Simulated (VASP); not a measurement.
Zn, 2 atoms in the cell. It takes space group P6_3/mmc (No. 194, hexagonal). The conventional cell has a = 2.635 Å, b = 2.635 Å, c = 5.096 Å, α = 90.00°, β = 90.00°, γ = 120.00°. Zn (site symmetry -6m2) has 12 Zn at 2.64 to 2.97 Å within 3.5 Å. 

```yaml
Program: VASP 6.6.1
Task: single point
Functional: PBE
Potentials_or_basis: VASP PAW PBE potentials, release 64 (Zn)
Cutoff: 500 eV
k_mesh: 18 × 18 × 10
Occupations: gaussian, width 0.1 eV
Spin: no spin polarisation
Dipole_correction: no
Further_INCAR_settings: ALGO = Normal; EDIFF = 1e-06; NBANDS = 19
```

Potentials or basis: VASP PAW PBE potentials, release 64 (Zn).

Launch:

```bash
$ cat potpaw_PBE.64/Zn/POTCAR > POTCAR
$ mpirun -np 1 vasp_std > vasp.out
```

Hardware: 1 thread of Intel(R) Xeon(R) 6975P-C (Granite Rapids) (shared host).

**Question.** How long does it take, and how much memory?

**Answer.** Run time: 34 s on 1 thread of Intel(R) Xeon(R) 6975P-C (Granite Rapids), with other jobs on the host, peak memory 0.21 GiB. Counts: scf iterations 11, k points 222.
